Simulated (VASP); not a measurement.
A run of VASP 6.6.1 is set up as follows.

Contents of INCAR:

```
SYSTEM = Hf
  PREC = Accurate
  ENCUT = 520
  EDIFF = 1E-6
  ISMEAR = 0
  SIGMA = 0.1
  LREAL = .FALSE.
  LASPH = .TRUE.
  NELM = 100
  ALGO = Fast
  ISIF = 2
  LWAVE = .FALSE.
  LCHARG = .FALSE.
  NBANDS = 17
```

File KPOINTS:

```
regular mesh
0
G
  16 16 10
  0 0 0
```

Contents of POSCAR:

```
Hf
1.0
    2.8892580020      0.0000000000      0.0000000000
   -1.4446290010      2.5021708278      0.0000000000
    0.0000000000      0.0000000000      4.6858685763
Hf
2
Direct
    0.3333333333      0.6666666667      0.2500000000
    0.6666666667      0.3333333333      0.7500000000
```

Potentials or basis: VASP PAW LDA potentials, release 64 (Hf_pv).

The run is started by

```console
$ cat potpaw_LDA.64/Hf_pv/POTCAR > POTCAR
$ mpirun -np 1 vasp_std > vasp.out
```

(1) What does it give for the pressure?

(2) Estimate the band gap on the k mesh.

Answers

(1) 35.2 GPa.

(2) zero (band 10 reaches 8.27 eV, above the bottom of band 11 at 6.62 eV).

Caveat: spin-orbit coupling is left out, which moves the levels of the heavy elements.
